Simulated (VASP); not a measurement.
Set up this calculation in VASP 6.6.1, as the native input.

- Task: relaxation of cell and atoms
- Functional: PBE
- Potentials or basis: VASP PAW PBE potentials, release 64 (Al, B, N)
- Cutoff: 600 eV
- k mesh: 6 × 6 × 4
- Occupations: gaussian, width 0.02 eV
- Spin: no spin polarisation
- Dipole correction: no
- Further INCAR settings: ALGO = Normal; EDIFF = 1e-06; IBRION = 2; EDIFFG = -0.01; NSW = 100; ISIF = 3

The structure of Al2BN3 lies in POSCAR:

```
Al2BN3
1.0
    5.1010358490      0.0000000000      0.0000000000
   -2.5505179245      4.4176266309      0.0000000000
    0.0000000000      0.0000000000      8.2308685579
Al B N
4 2 6
Direct
    0.0000000000      0.0000000000      0.5000000000
    0.3333333333      0.6666666667      0.0000000000
    0.0000000000      0.0000000000      0.0000000000
    0.6666666667      0.3333333333      0.0000000000
    0.3333333333      0.6666666667      0.5000000000
    0.6666666667      0.3333333333      0.5000000000
    0.6668657483      0.0000000000      0.0000000000
    0.3331342517      0.3331342517      0.0000000000
    0.0000000000      0.6668657483      0.0000000000
    0.3817443743      0.0000000000      0.5000000000
    0.0000000000      0.3817443743      0.5000000000
    0.6182556257      0.6182556257      0.5000000000
```

The input as run:

INCAR

```
PREC     = Accurate       # precision mode
ENCUT    = 600            # plane-wave cutoff, eV
EDIFF    = 1E-6           # SCF threshold, eV
ISMEAR   = 0              # smearing method
SIGMA    = 0.02           # smearing width, eV
LREAL    = False          # projectors in reciprocal space
LASPH    = True           # aspherical terms in the spheres
NELM     = 60             # most SCF steps
ALGO     = Normal         # electronic algorithm
ISIF     = 3              # what is computed and relaxed
LWAVE    = False          # write WAVECAR
LCHARG   = False          # write CHGCAR
GGA      = PE             # functional
IBRION   = 2              # ionic algorithm
NSW      = 100            # ionic steps
EDIFFG   = -0.01          # ionic threshold
```

KPOINTS

```
regular mesh
0
Gamma
  6 6 4
```

Potentials or basis: VASP PAW PBE potentials, release 64 (Al, B, N).

Launch:

```bash
$ cat potpaw_PBE.64/Al/POTCAR potpaw_PBE.64/B/POTCAR potpaw_PBE.64/N/POTCAR > POTCAR
$ mpirun -np 1 vasp_std > vasp.out
```

It gave:

```json
{"Energy gained by relaxing": "0.0 meV/atom", "Ionic steps": "2", "Pressure after relaxing": "-0.1 GPa", "Band gap on the k mesh": "2.43 eV"}
```

Run time: 6.4 min on 1 thread of Oxide Virtual Turin-like Processor, on a shared host, peak memory 0.4 GiB.
